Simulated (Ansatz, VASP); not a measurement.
Zr: VASP beside Ansatz

Contents of INCAR:

```
SYSTEM = Zr
  PREC = Accurate
  ENCUT = 520
  EDIFF = 1E-6
  ISMEAR = 0
  SIGMA = 0.05
  LREAL = .FALSE.
  LASPH = .TRUE.
  NELM = 150
  ALGO = Normal
  ISIF = 2
  LWAVE = .FALSE.
  LCHARG = .TRUE.
  MAGMOM = 0 0 0
  LORBIT = 11
  LSORBIT = .TRUE.
  GGA_COMPAT = .FALSE.
  LORBMOM = .TRUE.
  LMAXMIX = 4
  GGA = PE
  LVHAR = .TRUE.
  NBANDS = 23
```

File KPOINTS:

```
Automatic mesh
0
G
  16 16 16
  0 0 0
```

POSCAR

```
Zr
1.0
    0.0000000000      2.2647941469      2.2647941469
    2.2647941469      0.0000000000      2.2647941469
    2.2647941469      2.2647941469      0.0000000000
Zr
1
Direct
    0.0000000000      0.0000000000      0.0000000000
```

Input for Ansatz:

```yaml
crystal:
  lattice:
    - [0.0, 2.2647941469, 2.2647941469]
    - [2.2647941469, 0.0, 2.2647941469]
    - [2.2647941469, 2.2647941469, 0.0]
  atoms:
    - { symbol: Zr, position: [0.0, 0.0, 0.0] }
basis:
  ecutwfc: 600
  ecutrho_ratio: 5
kpoints:
  mp_grid: { grid: [16, 16, 16] }
hamiltonian:
  xc: pbe
scf:
  occupations: { method: gaussian, width: 0.05 }
output:
  forces: true
  stress: true
  eigenvalues: true
  populations: true
magnetization:
  noncollinear: true
  spin_orbit: true
```

Alike in both runs: task single point; functional PBE; k mesh 16 × 16 × 16; occupations gaussian, width 0.05 eV; non-collinear spin, spin-orbit coupling.

```csv
,VASP,Ansatz
version,VASP 6.6.1,Ansatz 0.2.0
potentials or method,"VASP PAW PBE potentials, release 64 (Zr_sv), cutoff 520 eV","plane waves, PAW"
valence electrons in the cell,12,12
```

|  | VASP | Ansatz | Ansatz less VASP |
| --- | --- | --- | --- |
| pressure (GPa) | -0.2 | -0.2 | +0.01 |
| net moment per atom (μB) | 0.00 | 0.00 | 0.000 |
